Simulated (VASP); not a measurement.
A run of VASP 6.6.1 is set up as follows.

The input INCAR:

```
SYSTEM = CuAu
  PREC = Accurate
  ENCUT = 520
  EDIFF = 1E-7
  ISMEAR = -1
  SIGMA = 0.05
  LREAL = .FALSE.
  LASPH = .TRUE.
  NELM = 60
  ALGO = Normal
  ISIF = 2
  LWAVE = .FALSE.
  LCHARG = .TRUE.
  GGA = PE
  LELF = .TRUE.
  LVHAR = .TRUE.
  NBANDS = 18
```

The input KPOINTS:

```
Automatic mesh
0
G
  18 18 14
  0 0 0
```

The input POSCAR:

```
CuAu
1.0
    2.8000000000      0.0000000000      0.0000000000
    0.0000000000      2.8000000000      0.0000000000
    0.0000000000      0.0000000000      3.6700000000
Cu Au
1 1
Direct
    0.5000000000      0.5000000000      0.5000000000
    0.0000000000      0.0000000000      0.0000000000
```

Potentials or basis: VASP PAW PBE potentials, release 64 (Cu, Au).

Run with:

```sh
$ cat potpaw_PBE.64/Cu/POTCAR potpaw_PBE.64/Au/POTCAR > POTCAR
$ mpirun -np 1 vasp_std > vasp.out
```

Problem. Predict the band gap on the k mesh.

Solution. Zero (band 11 reaches 14.33 eV, above the bottom of band 12 at 6.90 eV).

Problem. What does it give for the pressure?

Solution. 6.7 GPa.

Stress tensor (GPa, compression positive):
```
7.09 0.00 0.00
0.00 7.09 0.00
0.00 0.00 6.02
```

Caveat: spin-orbit coupling is left out, which moves the levels of the heavy elements.
